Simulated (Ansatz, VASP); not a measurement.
**TaAs in VASP and in Ansatz**

```xyz
2
Lattice="0.0000 2.6199 2.6199 2.6199 0.0000 2.6199 2.6199 2.6199 0.0000" Properties=species:S:1:pos:R:3 pbc="T T T"
Ta    2.6199    2.6199    2.6199
As    0.0000    0.0000    0.0000
```

Alike in both runs: functional r2SCAN; k mesh 14 × 14 × 14; occupations gaussian, width 0.1 eV; no spin polarisation.

Ansatz relaxed the structure, and its values are those at the end. VASP's run is a single point on that final structure, the one shown.

|  | VASP | Ansatz |
| --- | --- | --- |
| version | VASP 6.6.1 | Ansatz 0.2.0 |
| potentials or method | VASP PAW PBE potentials, release 64 (Ta_pv, As), cutoff 520 eV | scalar-relativistic, plane waves, PAW |
| valence electrons in the cell | 16 | 28 |

Ansatz gave:

```
gap on the k mesh at the Fermi level (eV) : none
pressure (GPa)                            : -0.1
```

What did VASP give for the same quantities?

gap on the k mesh at the Fermi level (eV): none; pressure (GPa): 0.4.

VASP's potentials were made for PBE, not for r2SCAN. A gap of «none» marks a metal or a gap that the smearing closes. VASP's potentials hold 16 valence electrons a cell and Ansatz's 28, so a difference there can come from the potentials and not from the codes.

Spin-orbit coupling is off throughout.
